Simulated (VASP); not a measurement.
The system is Ta2Ag.

```
Ta Ag
1.0
     3.75750    0.00000    0.00000
    -1.87875    3.25409    0.00000
     0.00000    0.00000    4.05710
Ta Ag
2 1
Direct
  0.33333 0.66667 0.50000
  0.66667 0.33333 0.50000
  0.00000 0.00000 0.00000
```

| Property | Result |
| --- | --- |
| Program | VASP 6.6.1 |
| Task | relaxation of cell and atoms |
| Functional | PBE |
| Potentials or basis | VASP PAW PBE potentials, release 64 (Ta_pv, Ag) |
| Cutoff | 600 eV |
| k mesh | 6 × 6 × 4 |
| Occupations | gaussian, width 0.1 eV |
| Spin | no spin polarisation |

At the start: pressure 61.2 GPa; volume 16.54 Å³/atom.

Problem. Where does the relaxation end?

Solution. Over 18 steps the energy falls by 2237.3 meV/atom and the volume is 18.37 Å³/atom (+11.1 %); space group P6/mmm (No. 191, to 0.05 Å).

The path:
```
step  energy change (eV)  largest force (eV/Å)  pressure (GPa)  volume (Å³)
   1              0.0000                0.0000           61.21        49.61
   2             -0.4413                0.0000          -21.19       104.68
   3             -4.1367                0.0000          -10.65        71.11
   4             -4.1646                0.0000           -8.94        69.66
   5             -4.1696                0.0000           -7.62        68.67
   6             -5.4809                0.0000           -5.98        61.72
   7             14.4138                0.0000          287.03        36.69
   8             -5.6863                0.0000           -5.19        60.62
   9             -6.2367                0.0000           21.61        49.38
  10             -6.5180                0.0000            1.16        55.35
  11             -6.5714                0.0000           12.35        51.37
  12             -6.6410                0.0000            6.18        53.20
  13             -6.6426                0.0000            7.24        52.86
  14             -6.5191                0.0000           -4.99        57.32
  15             -6.7041                0.0000            1.93        54.41
  16             -6.7042                0.0000            2.04        54.38
  17             -6.7059                0.0000           -1.59        55.77
  18             -6.7118                0.0000            0.05        55.11
```

Final structure:
```
CELL_PARAMETERS angstrom
4.72281 0.00000 0.00000
-2.36140 4.09007 0.00000
0.00000 0.00000 2.85295
ATOMIC_POSITIONS crystal
Ta 0.33333 0.66667 0.50000
Ta 0.66667 0.33333 0.50000
Ag 0.00000 0.00000 0.00000
```

Caveat: the k points lie up to 0.55 Å⁻¹ apart in the final cell.
